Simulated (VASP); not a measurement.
Here is a VASP 6.6.1 calculation.

INCAR

```
PREC = Accurate
ENCUT = 520
EDIFF = 1E-8
ISMEAR = -1
SIGMA = 0.03
LREAL = F
LASPH = T
NELM = 120
ALGO = Normal
ISIF = 2
LWAVE = F
LCHARG = F
GGA = PE
LEFG = T
NBANDS = 24
GGA_COMPAT = F
```

The input KPOINTS:

```
Automatic mesh
0
Gamma
  7 7 4
```

POSCAR

```
TaN
1.0
    3.0500000000      0.0000000000      0.0000000000
   -1.5250000000      2.6413774815      0.0000000000
    0.0000000000      0.0000000000      4.9400000000
Ta N
2 2
Direct
    0.3333333333      0.6666666667      0.0000000000
    0.6666666667      0.3333333333      0.5000000000
    0.3333333333      0.6666666667      0.3850000000
    0.6666666667      0.3333333333      0.8850000000
```

Potentials or basis: VASP PAW PBE potentials, release 64 (Ta_pv, N).

The run is started by

```console
$ cat potpaw_PBE.64/Ta_pv/POTCAR potpaw_PBE.64/N/POTCAR > POTCAR
$ mpirun -np 1 vasp_std > vasp.out
```

Predict the pressure.

140.0 GPa.

Predict the largest force.

1.983 eV/Å.

Stress tensor (GPa, compression positive):
```
149.57   0.00   0.00
  0.00 149.57   0.00
  0.00   0.00 120.90
```

Caveat: the cell stands under pressure; without QUAD_EFG the Cq values of the log hold for a quadrupole moment of 1 mb, not for the nuclei; forces of over 1 eV/Å act on the atoms, so gaps and moduli don't describe the material at rest.
